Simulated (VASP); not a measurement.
Hf, 2 atoms in the cell. The structure is hexagonal, space group P6_3/mmc (No. 194). Conventional cell: a = 3.197 Å, b = 3.197 Å, c = 5.058 Å, α = 90.00°, β = 90.00°, γ = 120.00°. Within 4.1 Å of Hf (site symmetry -6m2) lie 12 Hf at 3.13 to 3.20 Å. 

```yaml
Program: VASP 6.6.1
Task: elastic constants
Functional: LDA
Potentials_or_basis: VASP PAW LDA potentials, release 64 (Hf_pv)
Cutoff: 600 eV
k_mesh: 7 × 7 × 4
Occupations: fermi-dirac, width 0.05 eV
Spin: no spin polarisation
Dipole_correction: no
Ions_in_elastic_constants: relaxed
Further_INCAR_settings: ALGO = Fast; EDIFF = 1e-08; IBRION = 6; POTIM = 0.015; NSW = 1; ISIF = 3
```

Potentials or basis: VASP PAW LDA potentials, release 64 (Hf_pv).

The run is started by

```sh
$ cat potpaw_LDA.64/Hf_pv/POTCAR > POTCAR
$ mpirun -np 1 vasp_std > vasp.out
```

Hardware: 1 thread of Intel Xeon 8259CL (shared host).

**Question.** How long does it take, and how much memory?

**Answer.** Run time: 15 min on 1 thread of Intel Xeon 8259CL, with other jobs on the host, peak memory 0.25 GiB. Counts: scf iterations 254, k points 24.
